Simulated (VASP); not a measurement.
SiTe2:

```
Si Te
1.0
     0.00000    3.37500    3.37500
     3.37500    0.00000    3.37500
     3.37500    3.37500    0.00000
Si Te
1 2
Direct
  0.00000 0.00000 0.00000
  0.25000 0.25000 0.25000
  0.75000 0.75000 0.75000
```

```yaml
Program: VASP 6.6.1
Task: relaxation of cell and atoms
Functional: LDA
Potentials_or_basis: VASP PAW LDA potentials, release 64 (Si, Te)
Cutoff: 500 eV
k_mesh: 4 × 4 × 4
Occupations: fermi-dirac, width 0.02 eV
Spin: no spin polarisation
```

At the start: pressure 1.3 GPa; volume 25.63 Å³/atom.

Where does the relaxation end?

Over 3 steps the energy falls by 2.2 meV/atom and the volume is 26.20 Å³/atom (+2.2 %); space group Fm-3m (No. 225, to 0.1 Å) before and after.

The path:
| step | energy change (eV) | largest force (eV/Å) | pressure (GPa) | volume (Å³) |
| --- | --- | --- | --- | --- |
| 1 | 0.0000 | 0.0000 | 1.25 | 76.89 |
| 2 | -0.0059 | 0.0000 | -0.37 | 79.14 |
| 3 | -0.0065 | 0.0000 | 0.00 | 78.59 |

Final structure:
```
CELL_PARAMETERS angstrom
0.00000 3.39970 3.39970
3.39970 0.00000 3.39970
3.39970 3.39970 0.00000
ATOMIC_POSITIONS crystal
Si 0.00000 0.00000 0.00000
Te 0.25000 0.25000 0.25000
Te 0.75000 0.75000 0.75000
```

Caveat: the k points lie up to 0.40 Å⁻¹ apart in the final cell, too coarse for converged energies and pressures of a metal.
